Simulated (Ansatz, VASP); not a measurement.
# One calculation of Ti3W2, two programs

```xyz
10
Lattice="2.8270 0.0000 0.0000 -1.4135 2.4482 0.0000 0.0000 0.0000 24.2565" Properties=species:S:1:pos:R:3 pbc="T T T"
Ti    0.0000    1.6322   23.0785
Ti    0.0000    1.6322    8.5136
Ti    0.0000    1.6322   13.3778
Ti    1.4135    0.8161    1.1780
Ti    1.4135    0.8161   10.8787
Ti    1.4135    0.8161   15.7429
W     0.0000    1.6322   18.1897
W     0.0000    1.6322    3.6383
W     1.4135    0.8161   20.6182
W     1.4135    0.8161    6.0668
```

Alike in both runs: functional PBE; k mesh 6 × 6 × 1; occupations gaussian, width 0.1 eV; no spin polarisation.

Ansatz relaxed the structure, and its values are those at the end. VASP's run is a single point on that final structure, the one shown.

|  | VASP | Ansatz |
| --- | --- | --- |
| version | VASP 6.6.1 | Ansatz 0.2.0 |
| potentials or method | VASP PAW PBE potentials, release 64 (Ti_sv, W_sv), cutoff 520 eV | scalar-relativistic, plane waves, PAW |
| valence electrons in the cell | 128 | 128 |

VASP gave:

| Quantity | Value |
| --- | --- |
| gap on the k mesh at the Fermi level (eV) | none |
| pressure (GPa) | -0.2 |
| rms of the force components (eV/Å) | 0.019 |

Task: Estimate Ansatz's values.

Result: gap on the k mesh at the Fermi level (eV): none; pressure (GPa): -0.1; rms of the force components (eV/Å): 0.013.

A gap of «none» marks a metal or a gap that the smearing closes.

The k mesh is coarse, so the values compare programs but aren't converged. Neither program's run includes spin-orbit coupling.
